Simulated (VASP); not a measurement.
**C: single point with PBE**

Crystal: C.

```
C
1.0
     0.00000    1.82076    1.82076
     1.82076    0.00000    1.82076
     1.82076    1.82076    0.00000
C
2
Direct
  0.00000 0.00000 0.00000
  0.25000 0.25000 0.25000
```

This cell differs from its parent crystal: volume changed by +6%.

```yaml
Program: VASP 6.6.1
Task: single point
Functional: PBE
Potentials_or_basis: VASP PAW PBE potentials, release 64 (C)
Cutoff: 600 eV
k_mesh: 10 × 10 × 10
Occupations: gaussian, width 0.01 eV
Spin: no spin polarisation
Dipole_correction: no
Further_INCAR_settings: ALGO = Normal; EDIFF = 1e-06; NBANDS = 11
```

The pressure is -22.7 GPa and the band gap on the k mesh is 4.04 eV, indirect (least direct gap 5.42 eV).

Levels at points of the mesh, in eV from the valence-band top:
| k point | band 1 | band 2 | band 3 | band 4 | band 5 | band 6 | band 7 | band 8 |
| --- | --- | --- | --- | --- | --- | --- | --- | --- |
| (0.00, 0.00, 0.00) | -20.66 | 0.00 | 0.00 | 0.00 | 5.42 | 5.42 | 5.42 | 11.93 |
| (0.50, 0.00, 0.00) | -15.23 | -12.70 | -2.64 | -2.64 | 8.02 | 8.20 | 8.20 | 15.11 |
| (0.50, 0.50, 0.00) | -12.34 | -12.34 | -5.93 | -5.93 | 4.63 | 4.63 | 15.88 | 15.88 |

Run time: 10 s on 1 thread of Intel Xeon 8259CL, on a shared host, peak memory 0.13 GiB.

 A k mesh can miss the band edges.
